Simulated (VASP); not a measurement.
A run of VASP 6.6.1:

File INCAR:

```
ALGO     = Normal         # electronic algorithm
EDIFF    = 1E-7           # SCF threshold, eV
ENCUT    = 520            # plane-wave cutoff, eV
GGA      = PE             # functional
ISIF     = 2              # what is computed and relaxed
ISMEAR   = 0              # smearing method
IVDW     = 12             # dispersion correction
LASPH    = T              # aspherical terms in the spheres
LCHARG   = F              # write CHGCAR
LREAL    = F              # projectors in reciprocal space
LWAVE    = F              # write WAVECAR
NBANDS   = 11             # bands
NELM     = 100            # most SCF steps
PREC     = Accurate       # precision mode
SIGMA    = 0.05           # smearing width, eV
```

File KPOINTS:

```
k-points
0
Gamma
  15 15 15
```

File POSCAR:

```
C
1.0
    1.2222687308      0.7056771807      3.3334883167
   -1.2222687308      0.7056771807      3.3334883167
    0.0000000000     -1.4113543615      3.3334883167
C
2
Direct
    0.1703638699      0.1703638699      0.1703638699
    0.8296361301      0.8296361301      0.8296361301
```

Potentials or basis: VASP PAW PBE potentials, release 64 (C).

Command:

```bash
$ cat potpaw_PBE.64/C/POTCAR > POTCAR
$ mpirun -np 1 vasp_std > vasp.out
```

Hardware: 1 thread of AMD EPYC 9R45 (Zen 5) (shared host).

Problem. How long does it take, and how much memory?

Solution. It took 98 s on 1 thread of AMD EPYC 9R45 (Zen 5) (shared host), peak memory 0.16 GiB. Counts: scf iterations 13, k points 344.
